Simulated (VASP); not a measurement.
# Rb (Im-3m) in VASP: notebook, part 3 of 3

VASP 6.6.1. The steps go on from the part before.

## (5) Single point, r2SCAN

POSCAR reads:

```
Rb
1.0
   -2.8677202310      2.8677202310      2.8677202310
    2.8677202310     -2.8677202310      2.8677202310
    2.8677202310      2.8677202310     -2.8677202310
Rb
1
Direct
    0.0000000000      0.0000000000      0.0000000000
```

INCAR.step1 reads:

```
SYSTEM = Rb
PREC = Accurate
ENCUT = 520
ISMEAR = 0
SIGMA = 0.6
LREAL = .FALSE.
LASPH = .TRUE.
NELM = 60
NBANDS = 10
GGA = PE
ALGO = Normal
EDIFF = 1E-4
LWAVE = .TRUE.
LCHARG = .FALSE.
```

INCAR.step2 reads:

```
SYSTEM = Rb
PREC = Accurate
ENCUT = 520
EDIFF = 1E-6
ISMEAR = 0
SIGMA = 0.6
LREAL = .FALSE.
LASPH = .TRUE.
NELM = 60
ALGO = Normal
ISIF = 2
LWAVE = .FALSE.
LCHARG = .FALSE.
METAGGA = R2SCAN
LMIXTAU = .TRUE.
NBANDS = 10
ISTART = 1
```

KPOINTS reads:

```
regular mesh
0
G
  8 8 8
  0 0 0
```

Potentials or basis: VASP PAW PBE potentials, release 64 (Rb_sv).

Command:

```
cat potpaw_PBE.64/Rb_sv/POTCAR > POTCAR
cp INCAR.step1 INCAR
mpirun -np 1 vasp_std > vasp.out
cp INCAR.step2 INCAR
mpirun -np 1 vasp_std > vasp.out
```

OUTCAR:

```text
SYSTEM = Rb
   PREC = Accurate
   ENCUT = 520
   EDIFF = 1E-6
   ISMEAR = 0
   LREAL = .FALSE.
   LASPH = .TRUE.
   NELM = 60
   ISIF = 2
   METAGGA = R2SCAN
   ISTART = 1

 ion  position               nearest neighbor table
   1  0.000  0.000  0.000-

  LATTYP: Found a body centered cubic cell.
 ALAT       =     5.7354404620

  Lattice vectors:

 A1 = (  -2.8677202310,   2.8677202310,   2.8677202310)
 A2 = (   2.8677202310,  -2.8677202310,   2.8677202310)
 A3 = (   2.8677202310,   2.8677202310,  -2.8677202310)

Analysis of symmetry for initial positions (statically):
=====================================================================
 Subroutine PRICEL returns:
 Original cell was already a primitive cell.

 Routine SETGRP: Setting up the symmetry group for a
 body centered cubic supercell.

 Subroutine GETGRP returns: Found 48 space group operations
 (whereof 48 operations were pure point group operations)
 out of a pool of 48 trial point group operations.

The static configuration has the point symmetry O_h .

Analysis of symmetry for dynamics (positions and initial velocities):
=====================================================================
 Subroutine PRICEL returns:
 Original cell was already a primitive cell.

 Routine SETGRP: Setting up the symmetry group for a
 body centered cubic supercell.

 Subroutine GETGRP returns: Found 48 space group operations
 (whereof 48 operations were pure point group operations)
 out of a pool of 48 trial point group operations.

The dynamic configuration has the point symmetry O_h .

 Subroutine INISYM returns: Found 48 space group operations
 (whereof 48 operations are pure point group operations),
 and found     1 'primitive' translations

----------------------------------------------------------------------------------------

                                     Primitive cell

  volume of cell :      94.3345

  direct lattice vectors                    reciprocal lattice vectors
    -2.867720231  2.867720231  2.867720231     0.000000000  0.174354525  0.174354525
     2.867720231 -2.867720231  2.867720231     0.174354525  0.000000000  0.174354525
     2.867720231  2.867720231 -2.867720231     0.174354525  0.174354525  0.000000000

  length of vectors
     4.967037142  4.967037142  4.967037142     0.246574535  0.246574535  0.246574535

  position of ions in fractional coordinates (direct lattice)
     0.000000000  0.000000000  0.000000000

  ion indices of the primitive-cell ions
   primitive index   ion index
                 1           1

----------------------------------------------------------------------------------------

 KPOINTS: regular mesh

Automatic generation of k-mesh.
 Grid dimensions read from file:
 generate k-points for:    8    8    8

 Generating k-lattice:

  Cartesian coordinates                     Fractional coordinates (reciprocal lattice)
     0.000000000  0.021794316  0.021794316     0.125000000  0.000000000  0.000000000
     0.021794316  0.000000000  0.021794316     0.000000000  0.125000000  0.000000000
     0.021794316  0.021794316  0.000000000     0.000000000  0.000000000  0.125000000

  Length of vectors
     0.030821817  0.030821817  0.030821817

  Shift w.r.t. Gamma in fractional coordinates (k-lattice)
     0.000000000  0.000000000  0.000000000

 Subroutine IBZKPT returns following result:
 ===========================================

 Found     29 irreducible k-points:

 Following reciprocal coordinates:
            Coordinates               Weight
  0.000000  0.000000  0.000000      1.000000
  0.125000  0.000000  0.000000     12.000000
  0.250000  0.000000  0.000000     12.000000
  0.375000  0.000000  0.000000     12.000000
  0.500000  0.000000  0.000000      6.000000
  0.125000  0.125000  0.000000     24.000000
[... 16 lines left out ...]
 -0.250000  0.250000  0.250000      6.000000
 -0.375000  0.375000  0.250000     24.000000
 [... further k-points ...]
   k-points           NKPTS =     29   k-points in BZ     NKDIM =     29   number of bands    NBANDS=     10
   number of dos      NEDOS =    301   number of ions     NIONS =      1
   total plane-waves  NPLWV =  64000
   dimension x,y,z NGX =    40 NGY =   40 NGZ =   40
   dimension x,y,z NGXF=    80 NGYF=   80 NGZF=   80
   ions per type =               1
   NGX,Y,Z   is equivalent  to a cutoff of  13.39, 13.39, 13.39 a.u.
   NGXF,Y,Z  is equivalent  to a cutoff of  26.78, 26.78, 26.78 a.u.
 SYSTEM =  Rb
   PREC   = accura    normal or accurate (medium, high low for compatibility)
   ISTART =      1    job   : 0-new  1-cont  2-samecut
   ICHARG =      0    charge: 1-file 2-atom 10-const
   ISPIN  =      1    spin polarized calculation?
   LNONCOLLINEAR =      F non collinear calculations
   LSORBIT =      F    spin-orbit coupling
   LASPH  =      T    aspherical Exc in radial PAW
   ENCUT  =  520.0 eV  38.22 Ry    6.18 a.u.   9.24  9.24  9.24*2*pi/ulx,y,z
   NELM   =     60;   NELMIN=  2; NELMDL=  0     # of ELM steps
   EDIFF  = 0.1E-05   stopping-criterion for ELM
   LREAL  =      F    real-space projection
   EDIFFG = 0.1E-04   stopping-criterion for IOM
   NSW    =      0    number of steps for IOM
   IBRION =     -1    ionic relax: 0-MD 1-quasi-New 2-CG
   NFREE  =      0    steps in history (QN), initial steepest desc. (CG)
   ISIF   =      2    stress and relaxation
   ISYM   =      2    0-nonsym 1-usesym 2-fastsym
   POTIM  = 0.5000    time-step for ionic-motion
   TEBEG  =    0.0;   TEEND  =   0.0 temperature during run
   PSTRESS=    0.0 pullay stress
   NELECT =       9.0000    total number of electrons
   NUPDOWN=      -1.0000    fix difference up-down
   EMIN   =  10.00;   EMAX   =-10.00  energy-range for DOS
   EFERMI =   0.00;   METHOD = LEGACY
   ISMEAR =     0;   SIGMA  =   0.60  broadening in eV -4-tet -1-fermi 0-gaus
   EFERMI_NEDOS =   21; number of points for ismear=-14 and -15
   IALGO  =     38    algorithm
   IMIX   =      4    mixing-type and parameters
     AMIX     =   0.40;   BMIX     =  1.00
     AMIX_MAG =   1.60;   BMIX_MAG =  1.00
  volume/ion in A,a.u.               =      94.33       636.60
  Fermi-wavevector in a.u.,A,eV,Ry     =   0.748053  1.413615  7.613588  0.559583
  Thomas-Fermi vector in A             =   1.844251
   LORBIT       =      0    0 simple, 1 ext, 2 COOP (PROOUT), +10 PAW based schemes
   METAGGA = R2SCAN    functional components
   LHFCALC =     F    Hartree Fock is set to
   AEXX    =    0.0000 exact exchange contribution
   IVDW    =     0    specifies the selected vdW correction
   LEPSILON=     F    determine dielectric tensor
   LRPA    =     F    only Hartree local field effects (RPA)
 non-spin polarized calculation
 Gauss-broadening in eV      SIGMA  =   0.60
  energy-cutoff  :      520.00
  volume of cell :       94.33
 maximum number of plane-waves:      2556
 NGX is ok and might be reduce to    40
   NGX = 19   NGY = 19   NGZ = 19

 number of electron       9.0000000 magnetization

 Free energy of the ion-electron system (eV)
  ---------------------------------------------------
  ext. energy  EPLUGINS =         0.00000000
  ---------------------------------------------------
  free energy    TOTEN  =       -13.99537935 eV

  energy without entropy =      -13.84254398  energy(sigma->0) =      -13.91896166

 E-fermi :  -0.0383     XC(G=0):  -5.6310

 val. band max:       -0.1753004360   @ k =   0.2500   0.1250   0.1250
 cond. band min:      -0.0292357605   @ k =   0.2500   0.2500   0.0000
 fundamental gap:      0.1460646754
 Fermi energy:        -0.0382556915

 k-point     1 :       0.0000    0.0000    0.0000
  band No.  band energies     occupation
      1     -30.1061      2.00000
      2     -13.5991      2.00000
      3     -13.5991      2.00000
      4     -13.5991      2.00000
      5      -2.0515      2.00000
      6       4.0750      0.00000
      7       4.0750      0.00000
      8       4.0750      0.00000
      9       5.0257      0.00000
     10       5.0257      0.00000
[... 287 lines left out ...]
 k-point    24 :      -0.3750    0.3750    0.2500
  band No.  band energies     occupation
      1     -30.1013      2.00000
      2     -13.6631      2.00000
      3     -13.6392      2.00000
      4     -13.6308      2.00000
      5       0.0959      0.75193
      6       1.7866      0.00002
      7       3.1797      0.00000
      8       3.1941      0.00000
      9       4.3794      0.00000
     10       5.5787      0.00000

 [... further k-points ...]

------------------------ aborting loop because EDIFF is reached ----------------------------------------

  FORCE on cell =-STRESS in cart. coord.  units (eV):
  Direction    XX          YY          ZZ          XY          YZ          ZX
  --------------------------------------------------------------------------------------
  -------------------------------------------------------------------------------------
  Total        0.0347883      0.0347883      0.0347883      0.0000000     -0.0000000      0.0000000
  in kB        0.5908446      0.5908446      0.5908446      0.0000000     -0.0000000      0.0000000
  external PRESSURE =       0.5908446 kB  Pullay stress =       0.0000000 kB

 VOLUME and BASIS-vectors are now :
 -----------------------------------------------------------------------------
  energy-cutoff  :      520.00
  volume of cell :       94.33
      direct lattice vectors                 reciprocal lattice vectors
    -2.867720231  2.867720231  2.867720231     0.000000000  0.174354525  0.174354525
     2.867720231 -2.867720231  2.867720231     0.174354525  0.000000000  0.174354525
     2.867720231  2.867720231 -2.867720231     0.174354525  0.174354525  0.000000000

 POSITION                                       TOTAL-FORCE (eV/Angst)
 -----------------------------------------------------------------------------------
      0.00000      0.00000      0.00000         0.000000      0.000000      0.000000
 -----------------------------------------------------------------------------------
    total drift:                               -0.000000      0.000000     -0.000000

  FREE ENERGIE OF THE ION-ELECTRON SYSTEM (eV)
  ---------------------------------------------------
  free  energy   TOTEN  =       -13.9953793495 eV

  energy  without entropy=      -13.8425439787  energy(sigma->0) =      -13.91896166
```

OUTCAR.step1:

```text
SYSTEM = Rb
   PREC = Accurate
   ENCUT = 520
   ISMEAR = 0
   LREAL = .FALSE.
   LASPH = .TRUE.
   NELM = 60
[... 529 lines left out ...]
 -----------------------------------------------------------------------------------
      0.00000      0.00000      0.00000        -0.000000      0.000000     -0.000000
 -----------------------------------------------------------------------------------
    total drift:                                0.000000      0.000000     -0.000000

  FREE ENERGIE OF THE ION-ELECTRON SYSTEM (eV)
  ---------------------------------------------------
  free  energy   TOTEN  =        -1.0170912253 eV

  energy  without entropy=       -0.8558106677  energy(sigma->0) =       -0.93645095
```

It took 63 s on 1 thread of Intel Xeon 6975P-C (Granite Rapids), shared host; peak memory 0.25 GiB.

Results:

| Item | Value |
| --- | --- |
| Free energy | -13.9954 eV |
| Pressure | 0.1 GPa |
| Band gap on the k mesh | zero (an odd number of electrons rules out a gap without spin polarisation) |

Levels at points of the mesh, in eV from the Fermi level:
| k point | band 2 | band 3 | band 4 | band 5 | band 6 | band 7 |
| --- | --- | --- | --- | --- | --- | --- |
| (0.00, 0.00, 0.00) | -13.56 | -13.56 | -13.56 | -2.01 | 4.11 | 4.11 |
| (0.50, 0.00, 0.00) | -13.65 | -13.59 | -13.56 | 0.39 | 0.72 | 2.90 |
| (0.50, 0.50, 0.50) | -13.62 | -13.62 | -13.62 | 1.37 | 1.37 | 3.46 |

Caveat: so wide a smearing shifts energies and pressures; the PAW data sets were made with another functional, which shifts forces and pressure a little.

## (6) Summary

| smearing | gap on the mesh (eV) | pressure (GPa) |
| --- | --- | --- |
| gaussian 0.1 eV | none | 0.0 |
| gaussian 0.2 eV | none | 0.0 |
| gaussian 0.3 eV | none | 0.0 |
| gaussian 0.6 eV | none | 0.1 |

Alike in all rows: task single point; level r2SCAN; potentials or basis VASP PAW PBE potentials, release 64 (Rb_sv); no spin polarisation; cell as given; k mesh 8 × 8 × 8; cutoff (eV) 520.

Caveats: the PAW data sets were made with another functional, which shifts forces and pressure a little; so wide a smearing shifts energies and pressures (at least some runs).

Total energies depend on the potentials used, so only differences within one code and one set of settings carry meaning.

The gap in the log of VASP goes by the Fermi energy; the results here count the filled bands.